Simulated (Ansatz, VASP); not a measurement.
## Li2S in VASP and in Ansatz

```
Li S
1.0
     0.00000    2.81577    2.81577
     2.81577    0.00000    2.81577
     2.81577    2.81577    0.00000
Li S
2 1
Direct
  0.25000 0.25000 0.25000
  0.75000 0.75000 0.75000
  0.00000 0.00000 0.00000
```

Alike in both runs: task single point; functional r2SCAN; k mesh 8 × 8 × 8; occupations gaussian, width 0.02 eV; no spin polarisation.

```csv
,VASP,Ansatz
version,VASP 6.6.1,Ansatz 0.2.0
potentials or method,"VASP PAW PBE potentials, release 64 (Li_sv, S), cutoff 830 eV","scalar-relativistic, plane waves, PAW"
valence electrons in the cell,12,12
```

|  | VASP | Ansatz | Ansatz less VASP |
| --- | --- | --- | --- |
| gap on the k mesh at the Fermi level (eV) | 3.84 | 3.85 | +0.016 |
| least direct gap on the mesh (eV) | 5.22 | 5.13 | -0.092 |
| pressure (GPa) | 1.2 | 1.4 | +0.20 |

VASP's potentials were made for PBE, not for r2SCAN.
